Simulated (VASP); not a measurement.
# AlN (P6_3/mmc) in VASP: notebook, part 2 of 2

VASP 6.6.1. Earlier steps stand in the parts before.

## Step 4: Single point, PBE-based screened hybrid

POSCAR

```
AlN
1.0
    3.3121157418      0.0000000000      0.0000000000
   -1.6560578709      2.8683763727      0.0000000000
    0.0000000000      0.0000000000      4.1875630000
Al N
2 2
Direct
    0.6666666667      0.3333333333      0.2500000000
    0.3333333333      0.6666666667      0.7500000000
    0.6666666667      0.3333333333      0.7500000000
    0.3333333333      0.6666666667      0.2500000000
```

INCAR.step1

```
SYSTEM = AlN
PREC = Accurate
ENCUT = 520
EDIFF = 1E-5
ISMEAR = -1
SIGMA = 0.05
LREAL = .False.
LASPH = .True.
NELM = 80
ALGO = Normal
ISIF = 2
LWAVE = .True.
LCHARG = .False.
NBANDS = 16
GGA = PE
```

INCAR.step2

```
SYSTEM = AlN
PREC = Accurate
ENCUT = 520
EDIFF = 1E-7
ISMEAR = -1
SIGMA = 0.05
LREAL = .False.
LASPH = .True.
NELM = 80
ALGO = Normal
ISIF = 2
LWAVE = .False.
LCHARG = .False.
GGA = PE
LHFCALC = .True.
AEXX = 0.05
HFSCREEN = 0.2
PRECFOCK = Normal
NBANDS = 16
ISTART = 1
```

KPOINTS

```
regular mesh
0
Gamma
  5 5 4
  0 0 0
```

Potentials or basis: VASP PAW PBE potentials, release 64 (Al, N).

On the command line:

```
> cat potpaw_PBE.64/Al/POTCAR potpaw_PBE.64/N/POTCAR > POTCAR
> cp INCAR.step1 INCAR
> mpirun -np 1 vasp_std > vasp.out
> cp INCAR.step2 INCAR
> mpirun -np 1 vasp_std > vasp.out
```

OUTCAR:

```text
SYSTEM = AlN
   PREC = Accurate
   ENCUT = 520
   EDIFF = 1E-7
   ISMEAR = -1
   LREAL = .False.
   LASPH = .True.
   NELM = 80
   ISIF = 2
   GGA = PE
   LHFCALC = .True.
   AEXX = 0.05
   HFSCREEN = 0.2
   PRECFOCK = Normal
   ISTART = 1

 ion  position               nearest neighbor table
   1  0.667  0.333  0.250-   4 1.91   4 1.91   4 1.91   3 2.09   3 2.09   2 2.84   2 2.84   2 2.84
                             2 2.84   2 2.84   2 2.84
   2  0.333  0.667  0.750-   3 1.91   3 1.91   3 1.91   4 2.09   4 2.09   1 2.84   1 2.84   1 2.84
                             1 2.84   1 2.84   1 2.84
   3  0.667  0.333  0.750-   2 1.91   2 1.91   2 1.91   1 2.09   1 2.09
   4  0.333  0.667  0.250-   1 1.91   1 1.91   1 1.91   2 2.09   2 2.09

  LATTYP: Found a hexagonal cell.
 ALAT       =     3.3121157418
 C/A-ratio  =     1.2643166261

  Lattice vectors:

 A1 = (   3.3121157418,   0.0000000000,   0.0000000000)
 A2 = (  -1.6560578709,   2.8683763727,   0.0000000000)
 A3 = (   0.0000000000,   0.0000000000,   4.1875630000)

Analysis of symmetry for initial positions (statically):
[... 179 lines left out ...]
 val. band max:        7.7885192725   @ k =   0.0000   0.0000   0.0000
 cond. band min:      11.3066217763   @ k =   0.0000   0.0000   0.0000
 fundamental gap:      3.5181025038
 Fermi energy:         8.7451628934

 k-point     1 :       0.0000    0.0000    0.0000
  band No.  band energies     occupation
      1      -9.3235      2.00000
      2      -5.6553      2.00000
      3       0.8024      2.00000
      4       4.4646      2.00000
      5       4.4646      2.00000
      6       6.1567      2.00000
[... 262 lines left out ...]
      3       0.6686      2.00000
      4       0.6686      2.00000
      5       3.1384      2.00000
      6       3.1384      2.00000
[... 8 lines left out ...]
     15      20.6026      0.00000
     16      20.6026      0.00000

------------------------ aborting loop because EDIFF is reached ----------------------------------------

  FORCE on cell =-STRESS in cart. coord.  units (eV):
  Direction    XX          YY          ZZ          XY          YZ          ZX
  --------------------------------------------------------------------------------------
  -------------------------------------------------------------------------------------
  Total       -0.3019178     -0.3019178     -0.2896502      0.0000000     -0.0000000     -0.0000000
  in kB      -12.1589584    -12.1589584    -11.6649095      0.0000000     -0.0000000     -0.0000000
  external PRESSURE =     -11.9942754 kB  Pullay stress =       0.0000000 kB

 VOLUME and BASIS-vectors are now :
 -----------------------------------------------------------------------------
  energy-cutoff  :      520.00
  volume of cell :       39.78
      direct lattice vectors                 reciprocal lattice vectors
     3.312115742  0.000000000  0.000000000     0.301921816  0.174314642  0.000000000
    -1.656057871  2.868376373  0.000000000     0.000000000  0.348629284  0.000000000
     0.000000000  0.000000000  4.187563000     0.000000000  0.000000000  0.238802377

 POSITION                                       TOTAL-FORCE (eV/Angst)
 -----------------------------------------------------------------------------------
      1.65606      0.95613      1.04689         0.000000      0.000000      0.000000
     -0.00000      1.91225      3.14067        -0.000000     -0.000000      0.000000
      1.65606      0.95613      3.14067         0.000000      0.000000     -0.000000
     -0.00000      1.91225      1.04689         0.000000     -0.000000     -0.000000
 -----------------------------------------------------------------------------------
    total drift:                                0.000000      0.000000      0.000000

  FREE ENERGIE OF THE ION-ELECTRON SYSTEM (eV)
  ---------------------------------------------------
  free  energy   TOTEN  =       -30.3334795751 eV

  energy  without entropy=      -30.3334795750  energy(sigma->0) =      -30.33347958
```

OUTCAR.step1:

```text
SYSTEM = AlN
   PREC = Accurate
   ENCUT = 520
   EDIFF = 1E-5
   ISMEAR = -1
   LREAL = .False.
   LASPH = .True.
[... 506 lines left out ...]
     -0.00000      1.91225      3.14067        -0.000000      0.000000     -0.000000
      1.65606      0.95613      3.14067         0.000000      0.000000      0.000000
     -0.00000      1.91225      1.04689         0.000000      0.000000      0.000000
 -----------------------------------------------------------------------------------
    total drift:                               -0.000000     -0.000000     -0.000000

  FREE ENERGIE OF THE ION-ELECTRON SYSTEM (eV)
  ---------------------------------------------------
  free  energy   TOTEN  =       -29.3177229888 eV

  energy  without entropy=      -29.3177229887  energy(sigma->0) =      -29.31772299
```

Run time: 14 min. Hardware: 1 thread of Oxide Virtual Turin-like, shared host; peak memory 0.23 GiB.

Results:

```
Free energy            : -30.3335 eV
Pressure               : -1.2 GPa
Band gap on the k mesh : 3.52 eV, direct
```

Levels at points of the mesh, in eV from the valence-band top:
| k point | band 5 | band 6 | band 7 | band 8 | band 9 | band 10 | band 11 | band 12 |
| --- | --- | --- | --- | --- | --- | --- | --- | --- |
| (0.00, 0.00, 0.00) | -3.32 | -1.63 | -1.63 | 0.00 | 3.52 | 4.67 | 8.54 | 8.54 |
| (0.00, 0.00, 0.50) | -2.52 | -2.52 | -2.52 | -2.52 | 5.93 | 5.93 | 8.72 | 8.72 |

Caveat: the k points lie up to 0.44 Å⁻¹ apart; the PAW data sets were made with another functional, which shifts forces and pressure a little.

## Step 5: Single point, PBE-based screened hybrid

POSCAR is that of step 4.

INCAR.step1

```
SYSTEM = AlN
ALGO = Normal
EDIFF = 1E-5
ENCUT = 520
GGA = PE
ISIF = 2
ISMEAR = -1
LASPH = .True.
LCHARG = .False.
LREAL = .False.
LWAVE = .True.
NBANDS = 16
NELM = 80
PREC = Accurate
SIGMA = 0.05
```

INCAR.step2

```
SYSTEM = AlN
AEXX = 0.1
ALGO = Normal
EDIFF = 1E-7
ENCUT = 520
GGA = PE
HFSCREEN = 0.2
ISIF = 2
ISMEAR = -1
ISTART = 1
LASPH = .True.
LCHARG = .False.
LHFCALC = .True.
LREAL = .False.
LWAVE = .False.
NBANDS = 16
NELM = 80
PREC = Accurate
PRECFOCK = Normal
SIGMA = 0.05
```

KPOINTS

```
k-points
0
Gamma
  5 5 4
  0 0 0
```

Potentials or basis: VASP PAW PBE potentials, release 64 (Al, N).

On the command line:

```
> cat potpaw_PBE.64/Al/POTCAR potpaw_PBE.64/N/POTCAR > POTCAR
> cp INCAR.step1 INCAR
> mpirun -np 1 vasp_std > vasp.out
> cp INCAR.step2 INCAR
> mpirun -np 1 vasp_std > vasp.out
```

OUTCAR:

```text
SYSTEM = AlN
   AEXX = 0.1
   EDIFF = 1E-7
   ENCUT = 520
   GGA = PE
   HFSCREEN = 0.2
   ISIF = 2
   ISMEAR = -1
   ISTART = 1
   LASPH = .True.
   LHFCALC = .True.
   LREAL = .False.
   NELM = 80
   PREC = Accurate
   PRECFOCK = Normal

 ion  position               nearest neighbor table
   1  0.667  0.333  0.250-   4 1.91   4 1.91   4 1.91   3 2.09   3 2.09   2 2.84   2 2.84   2 2.84
                             2 2.84   2 2.84   2 2.84
   2  0.333  0.667  0.750-   3 1.91   3 1.91   3 1.91   4 2.09   4 2.09   1 2.84   1 2.84   1 2.84
                             1 2.84   1 2.84   1 2.84
   3  0.667  0.333  0.750-   2 1.91   2 1.91   2 1.91   1 2.09   1 2.09
   4  0.333  0.667  0.250-   1 1.91   1 1.91   1 1.91   2 2.09   2 2.09

  LATTYP: Found a hexagonal cell.
 ALAT       =     3.3121157418
 C/A-ratio  =     1.2643166261

  Lattice vectors:

 A1 = (   3.3121157418,   0.0000000000,   0.0000000000)
 A2 = (  -1.6560578709,   2.8683763727,   0.0000000000)
 A3 = (   0.0000000000,   0.0000000000,   4.1875630000)

Analysis of symmetry for initial positions (statically):
[... 178 lines left out ...]

 val. band max:        7.6242984349   @ k =   0.0000   0.0000   0.0000
 cond. band min:      11.3953989790   @ k =   0.0000   0.0000   0.0000
 fundamental gap:      3.7711005441
 Fermi energy:         8.6801233249

 k-point     1 :       0.0000    0.0000    0.0000
  band No.  band energies     occupation
      1      -9.8147      2.00000
      2      -6.0988      2.00000
      3       0.5165      2.00000
      4       4.2457      2.00000
      5       4.2457      2.00000
      6       5.9695      2.00000
[... 262 lines left out ...]
      3       0.3862      2.00000
      4       0.3862      2.00000
      5       2.9013      2.00000
      6       2.9013      2.00000
[... 8 lines left out ...]
     15      20.8091      0.00000
     16      20.8091      0.00000

------------------------ aborting loop because EDIFF is reached ----------------------------------------

  FORCE on cell =-STRESS in cart. coord.  units (eV):
  Direction    XX          YY          ZZ          XY          YZ          ZX
  --------------------------------------------------------------------------------------
  -------------------------------------------------------------------------------------
  Total       -0.5997300     -0.5997300     -0.5654197     -0.0000000      0.0000000      0.0000000
  in kB      -24.1525691    -24.1525691    -22.7708124     -0.0000000      0.0000000      0.0000000
  external PRESSURE =     -23.6919835 kB  Pullay stress =       0.0000000 kB

 VOLUME and BASIS-vectors are now :
 -----------------------------------------------------------------------------
  energy-cutoff  :      520.00
  volume of cell :       39.78
      direct lattice vectors                 reciprocal lattice vectors
     3.312115742  0.000000000  0.000000000     0.301921816  0.174314642  0.000000000
    -1.656057871  2.868376373  0.000000000     0.000000000  0.348629284  0.000000000
     0.000000000  0.000000000  4.187563000     0.000000000  0.000000000  0.238802377

 POSITION                                       TOTAL-FORCE (eV/Angst)
 -----------------------------------------------------------------------------------
      1.65606      0.95613      1.04689         0.000000     -0.000000     -0.000000
     -0.00000      1.91225      3.14067        -0.000000      0.000000     -0.000000
      1.65606      0.95613      3.14067         0.000000     -0.000000     -0.000000
     -0.00000      1.91225      1.04689        -0.000000      0.000000      0.000000
 -----------------------------------------------------------------------------------
    total drift:                                0.000000      0.000000     -0.000000

  FREE ENERGIE OF THE ION-ELECTRON SYSTEM (eV)
  ---------------------------------------------------
  free  energy   TOTEN  =       -31.3581407131 eV

  energy  without entropy=      -31.3581407131  energy(sigma->0) =      -31.35814071
```

OUTCAR.step1:

```text
SYSTEM = AlN
   EDIFF = 1E-5
   ENCUT = 520
   GGA = PE
   ISIF = 2
   ISMEAR = -1
   LASPH = .True.
[... 506 lines left out ...]
     -0.00000      1.91225      3.14067        -0.000000      0.000000     -0.000000
      1.65606      0.95613      3.14067         0.000000      0.000000      0.000000
     -0.00000      1.91225      1.04689         0.000000      0.000000      0.000000
 -----------------------------------------------------------------------------------
    total drift:                               -0.000000     -0.000000     -0.000000

  FREE ENERGIE OF THE ION-ELECTRON SYSTEM (eV)
  ---------------------------------------------------
  free  energy   TOTEN  =       -29.3177229888 eV

  energy  without entropy=      -29.3177229887  energy(sigma->0) =      -29.31772299
```

OSZICAR.step1:

```text
N       E                     dE             d eps       ncg     rms          rms(c)
DAV:   1     0.448685294821E+02    0.44869E+02   -0.73534E+03   480   0.896E+02
DAV:   2    -0.302201047142E+02   -0.75089E+02   -0.68236E+02   696   0.188E+02
DAV:   3    -0.337857925051E+02   -0.35657E+01   -0.35503E+01   608   0.421E+01
DAV:   4    -0.338066834204E+02   -0.20891E-01   -0.20889E-01   560   0.371E+00
DAV:   5    -0.338069598695E+02   -0.27645E-03   -0.27645E-03   584   0.423E-01    0.117E+01
DAV:   6    -0.293316949344E+02    0.44753E+01   -0.91050E+00   616   0.226E+01    0.388E+00
DAV:   7    -0.293375442321E+02   -0.58493E-02   -0.73793E-01   544   0.591E+00    0.285E+00
DAV:   8    -0.293264095252E+02    0.11135E-01   -0.89815E-02   488   0.259E+00    0.893E-01
DAV:   9    -0.293172325151E+02    0.91770E-02   -0.19020E-02   584   0.110E+00    0.282E-01
DAV:  10    -0.293178208280E+02   -0.58831E-03   -0.31888E-03   536   0.372E-01    0.163E-01
DAV:  11    -0.293177211733E+02    0.99655E-04   -0.19850E-04   536   0.114E-01    0.448E-02
DAV:  12    -0.293177229888E+02   -0.18155E-05   -0.15928E-05   528   0.314E-02
   1 F= -.29317723E+02 E0= -.29317723E+02  d E =-.779613E-10
```

Wall time 14 min (1 thread of Oxide Virtual Turin-like, shared host); peak memory 0.23 GiB.

What came out:

```
Free energy            : -31.3581 eV
Pressure               : -2.4 GPa
Band gap on the k mesh : 3.77 eV, direct
```

Levels at points of the mesh, in eV from the valence-band top:
```
           k point  band 4  band 5  band 6  band 7  band 8  band 9  band 10  band 11  band 12  band 13
(0.00, 0.00, 0.00)   -3.38   -3.38   -1.65   -1.65    0.00    3.77     4.94     8.83     8.83    11.90
(0.00, 0.00, 0.50)   -3.84   -2.56   -2.56   -2.56   -2.56    6.21     6.21     9.01     9.01     9.01
```

Caveat: the k points lie up to 0.44 Å⁻¹ apart; the PAW data sets were made with another functional, which shifts forces and pressure a little.

## Step 6: Single point, PBE-based screened hybrid

POSCAR is that of step 5.

INCAR.step1

```
SYSTEM = AlN
PREC     = Accurate       ! precision mode
ENCUT    = 520            ! plane-wave cutoff, eV
EDIFF    = 1E-5           ! SCF threshold, eV
ISMEAR   = -1             ! smearing method
SIGMA    = 0.05           ! smearing width, eV
LREAL    = .False.        ! projectors in reciprocal space
LASPH    = .True.         ! aspherical terms in the spheres
NELM     = 100            ! most SCF steps
ALGO     = Normal         ! electronic algorithm
ISIF     = 2              ! what is computed and relaxed
LWAVE    = .True.         ! write WAVECAR
LCHARG   = .False.        ! write CHGCAR
GGA      = PE             ! functional
NBANDS   = 16             ! bands
```

INCAR.step2

```
SYSTEM = AlN
PREC     = Accurate       ! precision mode
ENCUT    = 520            ! plane-wave cutoff, eV
EDIFF    = 1E-7           ! SCF threshold, eV
ISMEAR   = -1             ! smearing method
SIGMA    = 0.05           ! smearing width, eV
LREAL    = .False.        ! projectors in reciprocal space
LASPH    = .True.         ! aspherical terms in the spheres
NELM     = 100            ! most SCF steps
ALGO     = Normal         ! electronic algorithm
ISIF     = 2              ! what is computed and relaxed
LWAVE    = .False.        ! write WAVECAR
LCHARG   = .False.        ! write CHGCAR
GGA      = PE             ! functional
LHFCALC  = .True.         ! exact exchange
AEXX     = 0.15           ! exact-exchange fraction
HFSCREEN = 0.2            ! screening, 1/A
PRECFOCK = Normal       
ISTART   = 1            
NBANDS   = 16             ! bands
```

KPOINTS

```
Automatic mesh
0
Gamma
  5 5 4
  0 0 0
```

Potentials or basis: VASP PAW PBE potentials, release 64 (Al, N).

On the command line:

```
> cat potpaw_PBE.64/Al/POTCAR potpaw_PBE.64/N/POTCAR > POTCAR
> cp INCAR.step1 INCAR
> mpirun -np 1 vasp_std > vasp.out
> cp INCAR.step2 INCAR
> mpirun -np 1 vasp_std > vasp.out
```

Wall time 18 min (1 thread of Oxide Virtual Turin-like, shared host); peak memory 0.23 GiB.

Results (log left out):

* Free energy: -32.3918 eV
* Pressure: -3.5 GPa
* Band gap on the k mesh: 4.03 eV, direct

Stress tensor (GPa, compression positive):
```
-3.61  0.00  0.00
 0.00 -3.61  0.00
 0.00  0.00 -3.38
```

Levels at points of the mesh, in eV from the valence-band top:
| k point | band 4 | band 5 | band 6 | band 7 | band 8 | band 9 | band 10 | band 11 | band 12 | band 13 |
| --- | --- | --- | --- | --- | --- | --- | --- | --- | --- | --- |
| (0.00, 0.00, 0.00) | -3.43 | -3.43 | -1.68 | -1.68 | 0.00 | 4.03 | 5.21 | 9.13 | 9.13 | 12.24 |
| (0.00, 0.00, 0.50) | -3.90 | -2.60 | -2.60 | -2.60 | -2.60 | 6.49 | 6.49 | 9.31 | 9.31 | 9.31 |

Caveat: the k points lie up to 0.44 Å⁻¹ apart; the PAW data sets were made with another functional, which shifts forces and pressure a little.

## Step 7: Summary

| share of exact exchange | screening parameter | gap on the mesh (eV) | pressure (GPa) |
| --- | --- | --- | --- |
| 0.25 | 0.15 1/Å | 4.69 | -6.0 |
| 0.25 | 0.2 1/Å | 4.55 | -5.8 |
| 0.05 | 0.2 1/Å | 3.52 | -1.2 |
| 0.1 | 0.2 1/Å | 3.77 | -2.4 |
| 0.15 | 0.2 1/Å | 4.03 | -3.5 |

Alike in all rows: task single point; level PBE-based screened hybrid; potentials or basis VASP PAW PBE potentials, release 64 (Al, N); no spin polarisation; cell as given; k mesh 5 × 5 × 4; cutoff (eV) 520; smearing fermi-dirac 0.05 eV.

Caveats: all runs use coarse meshes; the PAW data sets were made with another functional, which shifts forces and pressure a little.

Total energies depend on the potentials used, so only differences within one code and one set of settings carry meaning.
